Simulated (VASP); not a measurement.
# BN: vibrations by perturbation theory with LDA

Crystal: BN.

```
CELL_PARAMETERS angstrom
1.24365 0.71802 3.16293
-1.24365 0.71802 3.16293
0.00000 -1.43604 3.16293
ATOMIC_POSITIONS crystal
B 0.99979 0.99979 0.99979
N 0.33264 0.33264 0.33264
```

| Property | Result |
| --- | --- |
| Program | VASP 6.6.1 |
| Task | vibrations by perturbation theory |
| Functional | LDA |
| Potentials or basis | VASP PAW LDA potentials, release 64 (B, N) |
| Cutoff | 520 eV |
| k mesh | 12 × 12 × 12 |
| Occupations | gaussian, width 0.01 eV |
| Spin | no spin polarisation |
| Dipole correction | no |
| Further INCAR settings | ALGO = Normal; EDIFF = 1e-08; IBRION = 8; NSW = 1 |

```json
{"Electronic dielectric tensor (diagonal)": "5.03, 5.03, 2.92", "Born charges (mean of the diagonal)": "B +2.06; N -2.06 e", "Highest phonon frequency at Γ, LO-TO splitting left out": "1388 cm⁻¹"}
```

Phonon frequencies in cm⁻¹ (negative: imaginary):
```
              q point          frequencies
(0.000, 0.000, 0.000)  0 0 0 753 1388 1388
```

Electronic dielectric tensor:
```
5.03 0.00 0.00
0.00 5.03 0.00
0.00 0.00 2.92
```

Born effective charge tensors (e):
atom 1, B
```
2.69 0.00 0.00
0.00 2.69 0.00
0.00 0.00 0.80
```
atom 2, N
```
-2.69  0.00  0.00
 0.00 -2.69  0.00
 0.00  0.00 -0.80
```

It took 16 min on 1 thread of Intel(R) Xeon(R) Platinum 8488C (Sapphire Rapids), with other jobs on the host, peak memory 0.43 GiB.

Caveat: the cell stands under pressure or tension, which shifts response properties.
